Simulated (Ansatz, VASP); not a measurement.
# F: VASP beside Ansatz

File INCAR:

```
SYSTEM = F
PREC = Accurate ; ENCUT = 520
EDIFF = 1E-6 ; ISMEAR = 0
SIGMA = 0.02 ; LREAL = .FALSE.
LASPH = .TRUE. ; NELM = 80
ALGO = Normal ; ISIF = 2
LWAVE = .FALSE. ; LCHARG = .FALSE.
NBANDS = 22
```

The input KPOINTS:

```
Automatic mesh
0
G
  8 8 4
  0 0 0
```

POSCAR

```
F
1.0
    2.9375407162     -1.6934194167     -0.1275859897
    2.9375407162      1.6934194167     -0.1275859897
   -1.9806375287      0.0000000000      7.1113263377
F
4
Direct
    0.0779843973      0.0779843973      0.0949060498
    0.9220156027      0.9220156027      0.9050939502
    0.4995074289      0.4995074289      0.5957930447
    0.5004925711      0.5004925711      0.4042069553
```

Input for Ansatz:

```yaml
crystal:
  lattice:
    - [2.9375407162, -1.6934194167, -0.1275859897]
    - [2.9375407162, 1.6934194167, -0.1275859897]
    - [-1.9806375287, 0.0, 7.1113263377]
  atoms:
    - { symbol: F, position: [0.0779843973, 0.0779843973, 0.0949060498] }
    - { symbol: F, position: [0.9220156027, 0.9220156027, 0.9050939502] }
    - { symbol: F, position: [0.4995074289, 0.4995074289, 0.5957930447] }
    - { symbol: F, position: [0.5004925711, 0.5004925711, 0.4042069553] }
basis:
  ecutwfc: 420
kpoints:
  mp_grid: { grid: [8, 8, 4] }
  band_path:
    path:
      - [[0.0, 0.0, 0.0], [-0.34173164, 0.34173164, 0.0]]
      - [[-0.65826836, -0.34173164, 0.0], [-0.5, -0.5, 0.0], [0.0, 0.0, 0.0], [-0.5, -0.5, 0.5], [-0.68091097, -0.31908903, 0.5]]
      - [[-0.31908903, 0.31908903, 0.5], [0.0, 0.0, 0.5], [0.0, 0.0, 0.0]]
      - [[-0.5, 0.0, 0.5], [0.0, 0.0, 0.0], [-0.5, 0.0, 0.0]]
    npoints: 14
hamiltonian:
  xc: lda
scf:
  occupations: { method: gaussian, width: 0.02 }
output:
  forces: true
  stress: true
  eigenvalues: true
  populations: true
  dos: { projected: true, de: 0.02, nscf_kmesh: { grid: [12, 12, 6] } }
  bader: true
```

Alike in both runs: task single point; functional LDA; k mesh 8 × 8 × 4; occupations gaussian, width 0.02 eV; no spin polarisation.

|  | VASP | Ansatz |
| --- | --- | --- |
| version | VASP 6.6.1 | Ansatz 0.2.0 |
| potentials or method | VASP PAW LDA potentials, release 64 (F), cutoff 520 eV | scalar-relativistic, plane waves, PAW |
| valence electrons in the cell | 28 | 28 |

|  | VASP | Ansatz | Ansatz less VASP |
| --- | --- | --- | --- |
| gap on the k mesh at the Fermi level (eV) | 2.54 | 2.61 | +0.076 |
| least direct gap on the mesh (eV) | 2.60 | 2.68 | +0.077 |
| pressure (GPa) | -2.8 | -3.4 | -0.64 |
| traceless stress, the component that is largest in VASP (GPa) | -1.85 | -3.77 | -1.914 |
| rms of the force components (eV/Å) | 0.238 | 0.539 | +0.3012 |

LDA's correlation is that of Perdew and Zunger in VASP and of Perdew and Wang (1992) in Ansatz. Atom by atom the forces differ by 0.301 eV/Å (rms over components).
